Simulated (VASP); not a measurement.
# LiBr (rocksalt type) in VASP: a series of runs, part 2 of 2

VASP 6.6.1.

### Step 4. Electric field gradients, PBE (z stretched by +1.5 % at fixed volume)

File INCAR:

```
SYSTEM = LiBr
PREC = Accurate
ENCUT = 650
EDIFF = 1E-8
ISMEAR = -1
SIGMA = 0.08
LREAL = .False.
LASPH = .True.
NELM = 120
ALGO = Normal
ISIF = 2
LWAVE = .False.
LCHARG = .False.
GGA = PE
LEFG = .True.
NBANDS = 12
GGA_COMPAT = .False.
```

File KPOINTS:

```
Automatic mesh
0
Gamma
  12 12 12
  0 0 0
```

File POSCAR:

```
LiBr
1.0
    0.0000000000      2.7343607990      2.7961140551
    2.7343607990      0.0000000000      2.7961140551
    2.7343607990      2.7343607990      0.0000000000
Li Br
1 1
Direct
    0.0000000000      0.0000000000      0.0000000000
    0.5000000000      0.5000000000      0.5000000000
```

Potentials or basis: VASP PAW PBE potentials, release 64 (Li_sv, Br).

Command:

```sh
> cat potpaw_PBE.64/Li_sv/POTCAR potpaw_PBE.64/Br/POTCAR > POTCAR
> mpirun -np 1 vasp_std > vasp.out
```

OUTCAR:

```text
SYSTEM = LiBr
   PREC = Accurate
   ENCUT = 650
   EDIFF = 1E-8
   ISMEAR = -1
   LREAL = .False.
   LASPH = .True.
   NELM = 120
   ISIF = 2
   GGA = PE

 ion  position               nearest neighbor table
   1  0.000  0.000  0.000-
   2  0.500  0.500  0.500-

  LATTYP: Found a body centered tetragonal cell.
 ALAT       =     3.8669701264
 C/A-ratio  =     1.4461523951

  Lattice vectors:

 A1 = (  -2.7343607990,   0.0000000000,   2.7961140551)
 A2 = (   2.7343607990,   0.0000000000,   2.7961140551)
 A3 = (   0.0000000000,   2.7343607990,  -2.7961140551)

Analysis of symmetry for initial positions (statically):
=====================================================================
 Subroutine PRICEL returns:
 Original cell was already a primitive cell.

 Routine SETGRP: Setting up the symmetry group for a
 body centered tetragonal supercell.

 Subroutine GETGRP returns: Found 16 space group operations
 (whereof 16 operations were pure point group operations)
 out of a pool of 16 trial point group operations.

The static configuration has the point symmetry D_4h.

Analysis of symmetry for dynamics (positions and initial velocities):
=====================================================================
 Subroutine PRICEL returns:
 Original cell was already a primitive cell.

 Routine SETGRP: Setting up the symmetry group for a
 body centered tetragonal supercell.

 Subroutine GETGRP returns: Found 16 space group operations
 (whereof 16 operations were pure point group operations)
 out of a pool of 16 trial point group operations.
[... 502 lines left out ...]
  band No.  band energies     occupation
      1     -44.1265      2.00000
      2     -12.6222      2.00000
      3      -2.3870      2.00000
      4      -0.7776      2.00000
      5      -0.0953      2.00000
      6       6.8219      0.00000
      7       8.3512      0.00000
      8       8.9717      0.00000
      9      11.2844      0.00000
     10      14.2412      0.00000
     11      14.9253      0.00000
     12      15.2128      0.00000

 [... further k-points ...]

------------------------ aborting loop because EDIFF is reached ----------------------------------------

  FORCE on cell =-STRESS in cart. coord.  units (eV):
  Direction    XX          YY          ZZ          XY          YZ          ZX
  --------------------------------------------------------------------------------------
  -------------------------------------------------------------------------------------
  Total        0.0366330      0.0366330     -0.1031065      0.0000000     -0.0000000      0.0000000
  in kB        1.4037391      1.4037391     -3.9509362      0.0000000     -0.0000000      0.0000000
  external PRESSURE =      -0.3811527 kB  Pullay stress =       0.0000000 kB

 VOLUME and BASIS-vectors are now :
 -----------------------------------------------------------------------------
  energy-cutoff  :      650.00
  volume of cell :       41.81
      direct lattice vectors                 reciprocal lattice vectors
     0.000000000  2.734360799  2.796114055    -0.182858093  0.182858093  0.178819601
     2.734360799  0.000000000  2.796114055     0.182858093 -0.182858093  0.178819601
     2.734360799  2.734360799  0.000000000     0.182858093  0.182858093 -0.178819601

 POSITION                                       TOTAL-FORCE (eV/Angst)
 -----------------------------------------------------------------------------------
      0.00000      0.00000      0.00000         0.000000      0.000000      0.000000
      2.73436      2.73436      2.79611        -0.000000     -0.000000      0.000000
 -----------------------------------------------------------------------------------
    total drift:                                0.000000      0.000000      0.000000

  FREE ENERGIE OF THE ION-ELECTRON SYSTEM (eV)
  ---------------------------------------------------
  free  energy   TOTEN  =        -6.6419647791 eV

  energy  without entropy=       -6.6419647791  energy(sigma->0) =       -6.64196478

 Electric field gradients (V/A^2)
---------------------------------------------------------------------
 ion       V_xx      V_yy      V_zz      V_xy      V_xz      V_yz
---------------------------------------------------------------------
   1      -0.049    -0.049     0.099    -0.004    -0.001    -0.001
   2       1.362     1.362    -2.724    -0.000    -0.000    -0.000
---------------------------------------------------------------------

 Electric field gradients after diagonalization (V/A^2)
 (convention: |V_zz| > |V_xx| > |V_yy|)
----------------------------------------------------------------------
 ion       V_xx      V_yy      V_zz     asymmetry (V_yy - V_xx)/ V_zz
----------------------------------------------------------------------
   1      -0.053    -0.046     0.099       0.077
   2       1.362     1.362    -2.724       0.000
----------------------------------------------------------------------

           NMR quadrupolar parameters

 Cq : quadrupolar parameter    Cq=e*Q*V_zz/h
 eta: asymmetry parameters     (V_yy - V_xx)/ V_zz
 Q  : nuclear electric quadrupole moment in mb (millibarn)
----------------------------------------------------------------------
 ion       Cq(MHz)       eta       Q (mb)
----------------------------------------------------------------------
   1       0.000       0.077       1.000
   2      -0.007       0.000       1.000
----------------------------------------------------------------------
```

OSZICAR:

```text
N       E                     dE             d eps       ncg     rms          rms(c)
DAV:   1     0.467747923350E+02    0.46775E+02   -0.44021E+03  3912   0.878E+02
DAV:   2    -0.356043737214E+01   -0.50335E+02   -0.47852E+02  4980   0.143E+02
DAV:   3    -0.658896586829E+01   -0.30285E+01   -0.30177E+01  5168   0.369E+01
DAV:   4    -0.666993331283E+01   -0.80967E-01   -0.80933E-01  5444   0.581E+00
DAV:   5    -0.667082872200E+01   -0.89541E-03   -0.89536E-03  5180   0.567E-01    0.195E+00
DAV:   6    -0.663721777412E+01    0.33611E-01   -0.65284E-02  4992   0.116E+00    0.119E+00
DAV:   7    -0.663947560868E+01   -0.22578E-02   -0.39168E-02  5492   0.103E+00    0.440E-01
DAV:   8    -0.664193761097E+01   -0.24620E-02   -0.44199E-03  4756   0.436E-01    0.691E-02
DAV:   9    -0.664192899007E+01    0.86209E-05   -0.10987E-04  4732   0.743E-02    0.270E-02
DAV:  10    -0.664196360896E+01   -0.34619E-04   -0.55247E-05  4780   0.478E-02    0.149E-02
DAV:  11    -0.664196495838E+01   -0.13494E-05   -0.53234E-06  5160   0.133E-02    0.375E-03
DAV:  12    -0.664196494382E+01    0.14555E-07   -0.29054E-07  4676   0.377E-03    0.219E-03
DAV:  13    -0.664196474353E+01    0.20029E-06   -0.70286E-08  4672   0.148E-03    0.350E-04
DAV:  14    -0.664196475937E+01   -0.15845E-07   -0.18415E-09  2744   0.320E-04    0.186E-04
DAV:  15    -0.664196477909E+01   -0.19720E-07   -0.44156E-10  2524   0.149E-04    0.177E-05
DAV:  16    -0.664196477914E+01   -0.46157E-10   -0.87466E-11  2404   0.669E-05
   1 F= -.66419648E+01 E0= -.66419648E+01  d E =-.438300E-10
```

stdout:

```text
POSCAR found type information on POSCAR LiBr
 POSCAR found :  2 types and       2 ions
 scaLAPACK will be used
 LDA part: xc-table for (Slater+PW92), standard interpolation
 POSCAR, INCAR and KPOINTS ok, starting setup
 FFT: planning ... GRIDC
 FFT: planning ... GRID_SOFT
 FFT: planning ... GRID
 WAVECAR not read
 entering main loop
ion   1

ion   2
```

It took 3.8 min on 1 thread of Intel Xeon Platinum 8375C at 2.90GHz (Ice Lake), shared host; peak memory 0.26 GiB.

Results:

```yaml
Free_energy: -6.6420 eV
Pressure: 0.0 GPa
Band_gap_on_the_k_mesh: 4.89 eV
Largest_electric_field_gradient_by_atom: Li +0.1; Br -2.7 V/Å²
```

Electric field gradients, principal values (V/Å²):
```tsv
atom	least	middle	greatest (by size)
1 Li	-0.046	-0.053	0.099
2 Br	1.362	1.362	-2.724
```

Caveat: without QUAD_EFG the Cq values of the log hold for a quadrupole moment of 1 mb, not for the nuclei.

### Step 5. Overview

```csv
task,cell,k mesh for the DOS,occupations for the DOS,gap on the mesh (eV),pressure (GPa)
single point,"a = 3.896 Å, angles 60.0°, 2 atoms",18 × 18 × 18,tetrahedron,-,-
electric field gradients,"a = 3.896 Å, angles 60.0°, 2 atoms",-,-,4.92,-0.1
electric field gradients,"a = 3.911, b = 3.911, c = 3.867 Å, angles 60.4, 60.4, 59.3°, 2 atoms",-,-,4.89,0.0
```

Alike in all rows: level PBE; potentials or basis VASP PAW PBE potentials, release 64 (Li_sv, Br); no spin polarisation; k mesh 12 × 12 × 12; cutoff (eV) 650; smearing fermi-dirac 0.08 eV.

Total energies depend on the potentials used, so only differences within one code and one set of settings carry meaning.
